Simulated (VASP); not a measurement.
# Te2Mo (P6_3/mmc) in VASP: electric field gradients with PBE+D3(BJ)

Aim: the electric field gradients of Te2Mo with PBE+D3(BJ).

All numbers are computed with VASP 6.6.1; they aren't measurements. Logs are shortened: lines on timing, memory, paths and dates and some standing lists are left out, and cuts for length are marked.

**Experimental background.**

From “Broadband infrared study of pressure-tunable Fano resonance and metallization transition in 2H-MoTe2”, 2022, pmc:9569381, for a bulk crystal of Te2Mo at 300 K: band gap 0.88 ± 0.05 eV (indirect).

How close the calculation comes is told below.

## (1) The cell of the first run

The structure is hexagonal, space group P6_3/mmc (No. 194). Conventional cell: a = 3.496 Å, b = 3.496 Å, c = 13.701 Å, α = 90.00°, β = 90.00°, γ = 120.00°. Te (site symmetry 3m) has 3 Mo at 2.72 Å and 10 Te at 3.50 to 3.80 Å within 3.8 Å. Within 3.6 Å of Mo (site symmetry -6m2) lie 6 Te at 2.72 Å and 6 Mo at 3.50 Å.

## (2) Electric field gradients, PBE+D3(BJ)

INCAR

```
SYSTEM = Te2Mo
  PREC = Accurate
  ENCUT = 400
  EDIFF = 1E-8
  ISMEAR = 0
  SIGMA = 0.05
  LREAL = .FALSE.
  LASPH = .TRUE.
  NELM = 120
  ALGO = Normal
  ISIF = 2
  LWAVE = .FALSE.
  LCHARG = .FALSE.
  GGA = PE
  IVDW = 12
  LEFG = .TRUE.
  NBANDS = 35
  GGA_COMPAT = .FALSE.
```

KPOINTS

```
Automatic mesh
0
G
  10 10 2
  0 0 0
```

POSCAR

```
Te2Mo
1.0
    3.4964340951      0.0000000000      0.0000000000
   -1.7482170476      3.0280007490      0.0000000000
    0.0000000000      0.0000000000     13.7011346687
Te Mo
4 2
Direct
    0.3333333333      0.6666666667      0.6173445263
    0.6666666667      0.3333333333      0.1173445263
    0.3333333333      0.6666666667      0.8826554737
    0.6666666667      0.3333333333      0.3826554737
    0.3333333333      0.6666666667      0.2500000000
    0.6666666667      0.3333333333      0.7500000000
```

Potentials or basis: VASP PAW PBE potentials, release 64 (Te, Mo_sv).

Started as:

```console
cat potpaw_PBE.64/Te/POTCAR potpaw_PBE.64/Mo_sv/POTCAR > POTCAR
mpirun -np 1 vasp_std > vasp.out
```

OUTCAR:

```text
SYSTEM = Te2Mo
   PREC = Accurate
   ENCUT = 400
   EDIFF = 1E-8
   ISMEAR = 0
   LREAL = .FALSE.
   LASPH = .TRUE.
   NELM = 120
   ISIF = 2
   GGA = PE
   IVDW = 12
 IVDW          = 12

 ion  position               nearest neighbor table
   1  0.333  0.667  0.617-   6 2.72   6 2.72   6 2.72   3 3.64
   2  0.667  0.333  0.117-   5 2.72   5 2.72   5 2.72   4 3.64
   3  0.333  0.667  0.883-   6 2.72   6 2.72   6 2.72   1 3.64
   4  0.667  0.333  0.383-   5 2.72   5 2.72   5 2.72   2 3.64
   5  0.333  0.667  0.250-   2 2.72   4 2.72   2 2.72   4 2.72   2 2.72   4 2.72
   6  0.667  0.333  0.750-   1 2.72   3 2.72   1 2.72   3 2.72   1 2.72   3 2.72

  LATTYP: Found a hexagonal cell.
 ALAT       =     3.4964340951
 C/A-ratio  =     3.9186022948

  Lattice vectors:

 A1 = (   3.4964340951,   0.0000000000,   0.0000000000)
 A2 = (  -1.7482170476,   3.0280007490,   0.0000000000)
 A3 = (   0.0000000000,   0.0000000000,  13.7011346687)

Analysis of symmetry for initial positions (statically):
=====================================================================
 Subroutine PRICEL returns:
 Original cell was already a primitive cell.

 Routine SETGRP: Setting up the symmetry group for a
 hexagonal supercell.

 Subroutine GETGRP returns: Found 24 space group operations
 (whereof 12 operations were pure point group operations)
 out of a pool of 24 trial point group operations.

The static configuration has the point symmetry D_3d.
 The point group associated with its full space group is D_6h.

Analysis of symmetry for dynamics (positions and initial velocities):
=====================================================================
 Subroutine PRICEL returns:
 Original cell was already a primitive cell.

 Routine SETGRP: Setting up the symmetry group for a
 hexagonal supercell.

 Subroutine GETGRP returns: Found 24 space group operations
 (whereof 12 operations were pure point group operations)
 out of a pool of 24 trial point group operations.

The dynamic configuration has the point symmetry D_3d.
 The point group associated with its full space group is D_6h.

 Subroutine INISYM returns: Found 24 space group operations
 (whereof 12 operations are pure point group operations),
 and found     1 'primitive' translations

----------------------------------------------------------------------------------------

                                     Primitive cell

  volume of cell :     145.0567

  direct lattice vectors                    reciprocal lattice vectors
     3.496434095  0.000000000  0.000000000     0.286005677  0.165125455  0.000000000
    -1.748217048  3.028000749  0.000000000     0.000000000  0.330250909  0.000000000
     0.000000000  0.000000000 13.701134669     0.000000000  0.000000000  0.072986656

  length of vectors
     3.496434095  3.496434095 13.701134669     0.330250909  0.330250909  0.072986656

  position of ions in fractional coordinates (direct lattice)
     0.333333333  0.666666667  0.617344526
     0.666666667  0.333333333  0.117344526
     0.333333333  0.666666667  0.882655474
     0.666666667  0.333333333  0.382655474
     0.333333333  0.666666667  0.250000000
     0.666666667  0.333333333  0.750000000

  ion indices of the primitive-cell ions
   primitive index   ion index
                 1           1
                 2           2
                 3           3
                 4           4
                 5           5
                 6           6

----------------------------------------------------------------------------------------

 KPOINTS: Automatic mesh

Automatic generation of k-mesh.
 Grid dimensions read from file:
[... 57 lines left out ...]
   ISTART =      0    job   : 0-new  1-cont  2-samecut
   ICHARG =      2    charge: 1-file 2-atom 10-const
   ISPIN  =      1    spin polarized calculation?
   LNONCOLLINEAR =      F non collinear calculations
   LSORBIT =      F    spin-orbit coupling
   LASPH  =      T    aspherical Exc in radial PAW
   ENCUT  =  400.0 eV  29.40 Ry    5.42 a.u.   5.70  5.70 22.34*2*pi/ulx,y,z
   NELM   =    120;   NELMIN=  2; NELMDL= -5     # of ELM steps
   EDIFF  = 0.1E-07   stopping-criterion for ELM
   LREAL  =      F    real-space projection
   EDIFFG = 0.1E-06   stopping-criterion for IOM
   NSW    =      0    number of steps for IOM
   IBRION =     -1    ionic relax: 0-MD 1-quasi-New 2-CG
   NFREE  =      0    steps in history (QN), initial steepest desc. (CG)
   ISIF   =      2    stress and relaxation
   ISYM   =      2    0-nonsym 1-usesym 2-fastsym
   POTIM  = 0.5000    time-step for ionic-motion
   TEBEG  =    0.0;   TEEND  =   0.0 temperature during run
   PSTRESS=    0.0 pullay stress
   NELECT =      52.0000    total number of electrons
   NUPDOWN=      -1.0000    fix difference up-down
   EMIN   =  10.00;   EMAX   =-10.00  energy-range for DOS
   EFERMI =   0.00;   METHOD = LEGACY
   ISMEAR =     0;   SIGMA  =   0.05  broadening in eV -4-tet -1-fermi 0-gaus
   EFERMI_NEDOS =   21; number of points for ismear=-14 and -15
   IALGO  =     38    algorithm
   IMIX   =      4    mixing-type and parameters
     AMIX     =   0.40;   BMIX     =  1.00
     AMIX_MAG =   1.60;   BMIX_MAG =  1.00
  volume/ion in A,a.u.               =      24.18       163.15
  Fermi-wavevector in a.u.,A,eV,Ry     =   1.162956  2.197668 18.401430  1.352467
  Thomas-Fermi vector in A             =   2.299511
   LORBIT       =      0    0 simple, 1 ext, 2 COOP (PROOUT), +10 PAW based schemes
   GGA     = PE    functional components
   LHFCALC =     F    Hartree Fock is set to
   AEXX    =    0.0000 exact exchange contribution
   IVDW    =    12    specifies the selected vdW correction
   LEPSILON=     F    determine dielectric tensor
   LRPA    =     F    only Hartree local field effects (RPA)
 non-spin polarized calculation
 Gauss-broadening in eV      SIGMA  =   0.05
  energy-cutoff  :      400.00
  volume of cell :      145.06
 maximum number of plane-waves:      2660
 NGX is ok and might be reduce to    24
   NGX = 11   NGY = 11   NGZ = 45

 number of electron      52.0000023 magnetization

 Free energy of the ion-electron system (eV)
  ---------------------------------------------------
  ext. energy  EPLUGINS =         0.00000000
  ---------------------------------------------------
  free energy    TOTEN  =       -35.90361135 eV

  energy without entropy =      -35.90361135  energy(sigma->0) =      -35.90361135

 E-fermi :   8.9146     XC(G=0): -10.6409

 val. band max:        8.6307682725   @ k =   0.0000   0.0000   0.0000
 cond. band min:       9.2211449300   @ k =   0.2000   0.2000   0.0000
 fundamental gap:      0.5903766575
 Fermi energy:         8.9146491986

 k-point     1 :       0.0000    0.0000    0.0000
  band No.  band energies     occupation
      1     -52.2184      2.00000
      2     -52.2184      2.00000
      3     -26.3981      2.00000
      4     -26.3981      2.00000
      5     -26.2573      2.00000
      6     -26.2573      2.00000
[... 901 lines left out ...]
     34      11.8732      0.00000
     35      13.1854      0.00000

 [... further k-points ...]

------------------------ aborting loop because EDIFF is reached ----------------------------------------

 Edisp (eV)   -3.32373

 E8    (eV) :    -1.5315

  FORCE on cell =-STRESS in cart. coord.  units (eV):
  Direction    XX          YY          ZZ          XY          YZ          ZX
  --------------------------------------------------------------------------------------
  -------------------------------------------------------------------------------------
  Total      -0.20394    -0.20394    -0.16266     0.00000     0.00000     0.00000
  in kB      -2.25258    -2.25258    -1.79656     0.00000     0.00000     0.00000
  external pressure =       -2.10 kB  Pullay stress =        0.00 kB

 VOLUME and BASIS-vectors are now :
 -----------------------------------------------------------------------------
  energy-cutoff  :      400.00
  volume of cell :      145.06
      direct lattice vectors                 reciprocal lattice vectors
     3.496434095  0.000000000  0.000000000     0.286005677  0.165125455  0.000000000
    -1.748217048  3.028000749  0.000000000     0.000000000  0.330250909  0.000000000
     0.000000000  0.000000000 13.701134669     0.000000000  0.000000000  0.072986656

 POSITION                                       TOTAL-FORCE (eV/Angst)
 -----------------------------------------------------------------------------------
     -0.00000      2.01867      8.45832        -0.000000      0.000000     -0.011235
      1.74822      1.00933      1.60775         0.000000     -0.000000     -0.011235
     -0.00000      2.01867     12.09338        -0.000000      0.000000      0.011235
      1.74822      1.00933      5.24281         0.000000     -0.000000      0.011235
     -0.00000      2.01867      3.42528         0.000000      0.000000      0.000000
      1.74822      1.00933     10.27585        -0.000000     -0.000000      0.000000
 -----------------------------------------------------------------------------------
    total drift:                                0.000000     -0.000000      0.000000

  FREE ENERGIE OF THE ION-ELECTRON SYSTEM (eV)
  ---------------------------------------------------
  free  energy   TOTEN  =       -39.2273409339 eV

  energy  without entropy=      -39.2273409339  energy(sigma->0) =      -39.22734093

 Electric field gradients (V/A^2)
---------------------------------------------------------------------
 ion       V_xx      V_yy      V_zz      V_xy      V_xz      V_yz
---------------------------------------------------------------------
   1      84.271    84.272  -168.543     0.000     0.000    -0.000
   2      84.271    84.272  -168.543     0.000    -0.000     0.000
   3      84.271    84.272  -168.543     0.000    -0.000     0.000
   4      84.271    84.272  -168.543     0.000     0.000    -0.000
   5      34.396    34.395   -68.791    -0.001    -0.000     0.000
   6      34.396    34.395   -68.791    -0.001     0.000    -0.000
---------------------------------------------------------------------

 Electric field gradients after diagonalization (V/A^2)
 (convention: |V_zz| > |V_xx| > |V_yy|)
----------------------------------------------------------------------
 ion       V_xx      V_yy      V_zz     asymmetry (V_yy - V_xx)/ V_zz
----------------------------------------------------------------------
   1      84.272    84.271  -168.543       0.000
   2      84.272    84.271  -168.543       0.000
   3      84.272    84.271  -168.543       0.000
   4      84.272    84.271  -168.543       0.000
   5      34.396    34.395   -68.791       0.000
   6      34.396    34.395   -68.791       0.000
----------------------------------------------------------------------

           NMR quadrupolar parameters

 Cq : quadrupolar parameter    Cq=e*Q*V_zz/h
 eta: asymmetry parameters     (V_yy - V_xx)/ V_zz
 Q  : nuclear electric quadrupole moment in mb (millibarn)
----------------------------------------------------------------------
 ion       Cq(MHz)       eta       Q (mb)
----------------------------------------------------------------------
   1      -0.408       0.000       1.000
   2      -0.408       0.000       1.000
   3      -0.408       0.000       1.000
   4      -0.408       0.000       1.000
   5      -0.166       0.000       1.000
   6      -0.166       0.000       1.000
----------------------------------------------------------------------
```

Wall time 2.5 min (1 thread of Intel Xeon 8259CL, shared host); peak memory 0.27 GiB.

What came out:

| Property | Result |
| --- | --- |
| Free energy | -39.2273 eV |
| Pressure | -0.2 GPa |
| Largest force | 0.011 eV/Å |
| Band gap on the k mesh | 0.59 eV (least direct gap 1.16 eV) |
| Largest electric field gradient by atom | Te -168.5; Mo -68.8 V/Å² |
| Dispersion energy per atom | -0.554 eV |

Forces on the atoms (eV/Å):
```
Te   0.000  0.000 -0.011
Te   0.000  0.000 -0.011
Te   0.000  0.000  0.011
Te   0.000  0.000  0.011
Mo   0.000  0.000  0.000
Mo   0.000  0.000  0.000
```

Electric field gradients, principal values (V/Å²):
```tsv
atom	least	middle	greatest (by size)
1 Te	84.271	84.272	-168.543
2 Te	84.271	84.272	-168.543
3 Te	84.271	84.272	-168.543
4 Te	84.271	84.272	-168.543
5 Mo	34.395	34.396	-68.791
6 Mo	34.395	34.396	-68.791
```

Caveat: without QUAD_EFG the Cq values of the log hold for a quadrupole moment of 1 mb, not for the nuclei; spin-orbit coupling is left out, which moves the levels of the heavy elements.

## (3) Comparison with measurements

Step 2. Measured gap of Te2Mo: 0.88 eV (indirect; 300 K; quoted in “Broadband infrared study of pressure-tunable Fano resonance and metallization transition in 2H-MoTe2”, 2022, pmc:9569381). This calculation gives 0.59 eV (-0.29 eV). Spin-orbit coupling on Mo, Te is left out. The value is that of PBE+D3(BJ) on a finite k mesh, which can miss the band edges, without temperature or zero-point motion. Semilocal functionals fall short of measured gaps as a rule.
